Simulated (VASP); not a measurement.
Runs of VASP 6.6.1 on HfO2. The structure is that of space group P4_2/mnm (No. 136), or close to it. The cells are those of the table. 

```tsv
cell	gap on the mesh (eV)	pressure (GPa)	largest force (eV/Å)
a = 4.717, b = 4.717, c = 3.281 Å, 6 atoms	3.82	(c)	0.36
a = 4.861, b = 4.861, c = 3.138 Å, 6 atoms	3.77	-4.1	0.08
a = 4.789, b = 4.789, c = 3.138 Å, 6 atoms	3.88	(b)	0.13
a = 4.933, b = 4.933, c = 3.090 Å, 6 atoms	3.71	-5.6	0.15
a = 4.933, b = 4.933, c = 3.186 Å, 6 atoms	3.61	-13.5	0.13
a = 4.861, b = 4.861, c = 3.234 Å, 6 atoms	3.66	-11.9	0.18
a = 4.861, b = 4.861, c = 3.090 Å, 6 atoms	3.82	(a)	0.27
a = 4.933, b = 4.933, c = 3.138 Å, 6 atoms	3.66	-9.8	0.01
a = 4.861, b = 4.861, c = 3.281 Å, 6 atoms	3.61	-15.2	0.27
a = 4.789, b = 4.789, c = 3.234 Å, 6 atoms	3.77	-6.2	0.18
a = 4.933, b = 4.933, c = 3.234 Å, 6 atoms	3.55	-16.8	0.23
a = 4.789, b = 4.789, c = 3.281 Å, 6 atoms	3.72	-9.9	0.29
```

Alike in all rows: task single point; level LDA; potentials or basis VASP PAW LDA potentials, release 64 (Hf_pv, O); no spin polarisation; k mesh 6 × 6 × 8; cutoff (eV) 520; smearing gaussian 0.05 eV.

Fill in the values left out.

(a) 0.4; (b) 2.4; (c) -3.6.

Caveats: spin-orbit coupling is left out, which moves the levels of the heavy elements; the cell stands under tension (at least some runs).

A k mesh can miss the band edges, and the runs leave out spin-orbit coupling on Hf.
